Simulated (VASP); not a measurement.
Wanted: the native input for a VASP 6.6.1 run.

| Item | Value |
| --- | --- |
| Task | relaxation of cell and atoms |
| Functional | HSE06 |
| Potentials or basis | VASP PAW PBE potentials, release 64 (B, P) |
| Cutoff | 600 eV |
| k mesh | 6 × 6 × 6 |
| Occupations | fermi-dirac, width 0.02 eV |
| Spin | no spin polarisation |
| Dipole correction | no |
| Grid for exact exchange (PRECFOCK) | Normal |
| Further INCAR settings | ALGO = Normal; EDIFF = 1e-06; IBRION = 2; EDIFFG = -0.005; NSW = 80; ISIF = 3 |
| Share of exact exchange | 0.25 |
| Screening parameter | 0.2079 1/Å |

BP:

```
CELL_PARAMETERS angstrom
0.00000 2.26832 2.26832
2.26832 0.00000 2.26832
2.26832 2.26832 0.00000
ATOMIC_POSITIONS crystal
B 0.00000 0.00000 0.00000
P 0.25000 0.25000 0.25000
```

These files were run (other wordings do the same):

POSCAR

```
BP
1.0
    0.0000000000      2.2683156724      2.2683156724
    2.2683156724      0.0000000000      2.2683156724
    2.2683156724      2.2683156724      0.0000000000
B P
1 1
Direct
    0.0000000000      0.0000000000      0.0000000000
    0.2500000000      0.2500000000      0.2500000000
```

INCAR.step1

```
  PREC = Accurate
  ENCUT = 600
  EDIFF = 1E-5
  ISMEAR = -1
  SIGMA = 0.02
  LREAL = F
  LASPH = T
  NELM = 60
  ALGO = Normal
  LWAVE = T
  LCHARG = F
  GGA = PE
  NBANDS = 11
```

INCAR.step2

```
  PREC = Accurate
  ENCUT = 600
  EDIFF = 1E-6
  ISMEAR = -1
  SIGMA = 0.02
  LREAL = F
  LASPH = T
  NELM = 60
  ALGO = Normal
  ISIF = 3
  LWAVE = F
  LCHARG = F
  GGA = PE
  LHFCALC = T
  HFSCREEN = 0.2079
  PRECFOCK = Normal
  IBRION = 2
  NSW = 80
  EDIFFG = -0.005
  ISTART = 1
```

KPOINTS

```
Automatic mesh
0
Gamma
  6 6 6
```

Potentials or basis: VASP PAW PBE potentials, release 64 (B, P).

The run is started by

```console
$ cat potpaw_PBE.64/B/POTCAR potpaw_PBE.64/P/POTCAR > POTCAR
$ cp INCAR.step1 INCAR
$ mpirun -np 1 vasp_std > vasp.out
$ cp INCAR.step2 INCAR
$ mpirun -np 1 vasp_std > vasp.out
```

It gave:

```
Relaxed volume                        : 11.54 Å³/atom
Relaxed cell                          : a = 3.196 Å, b = 3.196 Å, c = 3.196 Å, α = 60.00°, β = 60.00°, γ = 60.00°
Space group after relaxing (to 0.1 Å) : F-43m (No. 216)
Energy gained by relaxing             : 0.8 meV/atom
Ionic steps                           : 3
Pressure after relaxing               : 0.0 GPa
Band gap on the k mesh                : 2.04 eV (least direct gap 4.35 eV)
```

Caveat: the PAW data sets were made with another functional, which shifts forces and pressure a little.

Wall time 9.4 min on 1 thread of AMD EPYC 9R45 96-Core Processor (Zen 5) (shared host), peak memory 0.23 GiB.
